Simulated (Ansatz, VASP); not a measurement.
AlCo: VASP beside Ansatz

```
Al Co
1.0
     2.85207    0.00000    0.00000
     0.00000    2.85207    0.00000
     0.00000    0.00000    5.70350
Al Co
2 2
Direct
  0.00000 0.00000 0.75000
  0.00000 0.00000 0.25000
  0.50000 0.50000 0.00000
  0.50000 0.50000 0.50000
```

Alike in both runs: functional PBE; k mesh 16 × 16 × 8; occupations gaussian, width 0.1 eV; collinear spin.

Ansatz relaxed the structure, and its values are those at the end. VASP's run is a single point on that final structure, the one shown.

|  | VASP | Ansatz |
| --- | --- | --- |
| version | VASP 6.6.1 | Ansatz 0.2.0 |
| potentials or method | VASP PAW PBE potentials, release 64 (Al, Co), cutoff 520 eV | scalar-relativistic, plane waves, PAW |
| valence electrons in the cell | 24 | 40 |

```tsv
	VASP	Ansatz	Ansatz less VASP
gap on the k mesh at the Fermi level (eV)	none	none	-
pressure (GPa)	0.0	0.0	-0.01
net moment per atom (μB)	0.00	0.00	0.000
```

A gap of «none» marks a metal or a gap that the smearing closes. VASP's potentials hold 24 valence electrons a cell and Ansatz's 40, so a difference there can come from the potentials and not from the codes. Ansatz's warnings: seeded moment not kept.
